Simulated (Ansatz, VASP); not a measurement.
## Sn in VASP and in Ansatz

Contents of INCAR:

```
SYSTEM = Sn
PREC = Accurate
ENCUT = 520
EDIFF = 1E-6
ISMEAR = -1
SIGMA = 0.05
LREAL = .False.
LASPH = .True.
NELM = 80
ALGO = Normal
ISIF = 2
LWAVE = .False.
LCHARG = .True.
LELF = .True.
LVHAR = .True.
NBANDS = 13
```

File KPOINTS:

```
Automatic mesh
0
Gamma
  11 11 11
  0 0 0
```

POSCAR

```
Sn
1.0
   -1.9277530338      1.9277530338      1.9277530338
    1.9277530338     -1.9277530338      1.9277530338
    1.9277530338      1.9277530338     -1.9277530338
Sn
1
Direct
    0.0000000000      0.0000000000      0.0000000000
```

Input for Ansatz:

```yaml
crystal:
  lattice:
    - [-1.927753033809182, 1.927753033809182, 1.927753033809182]
    - [1.927753033809182, -1.927753033809182, 1.927753033809182]
    - [1.927753033809182, 1.927753033809182, -1.927753033809182]
  atoms:
    - { symbol: Sn, position: [0.0, 0.0, 0.0] }
basis:
  ecutwfc: 510.0
kpoints:
  mp_grid:
    grid: [11, 11, 11]
hamiltonian:
  xc: lda
scf:
  occupations:
    method: fermi_dirac
    width: 0.05
output:
  stress: true
```

Alike in both runs: task single point; functional LDA; k mesh 11 × 11 × 11; occupations fermi-dirac, width 0.05 eV; no spin polarisation.

|  | VASP | Ansatz |
| --- | --- | --- |
| version | VASP 6.6.1 | Ansatz 0.2.0 |
| potentials or method | VASP PAW LDA potentials, release 64 (Sn_d), cutoff 520 eV | plane waves, PAW |
| valence electrons in the cell | 14 | 14 |

```tsv
	VASP	Ansatz	Ansatz less VASP
pressure (GPa)	-5.0	-5.0	+0.04
```

LDA's correlation is that of Perdew and Zunger in VASP and of Perdew and Wang (1992) in Ansatz.
